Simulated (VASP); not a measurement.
A run of VASP 6.6.1 is set up as follows.

Contents of INCAR:

```
SYSTEM = AlAs
ALGO = Normal
EDIFF = 1E-6
ENCUT = 500
GGA_COMPAT = .FALSE.
ISIF = 2
ISMEAR = 0
LASPH = .TRUE.
LCHARG = .TRUE.
LELF = .TRUE.
LREAL = .FALSE.
LVHAR = .TRUE.
LWAVE = .FALSE.
NBANDS = 11
NELM = 120
PREC = Accurate
SIGMA = 0.02
```

The input KPOINTS:

```
k-points
0
G
  8 8 8
  0 0 0
```

Contents of POSCAR:

```
AlAs
1.0
    0.0000000000      2.8143769281      2.8143769281
    2.8143769281      0.0000000000      2.8143769281
    2.8143769281      2.8143769281      0.0000000000
Al As
1 1
Direct
    0.0000000000      0.0000000000      0.0000000000
    0.2500000000      0.2500000000      0.2500000000
```

Potentials or basis: VASP PAW LDA potentials, release 64 (Al, As).

Run with:

```sh
$ cat potpaw_LDA.64/Al/POTCAR potpaw_LDA.64/As/POTCAR > POTCAR
$ mpirun -np 1 vasp_std > vasp.out
```

(1) Predict the band gap on the k mesh.

(2) Predict the pressure.

Results:

(1) 1.31 eV, indirect (least direct gap 2.02 eV).

(2) 0.4 GPa.
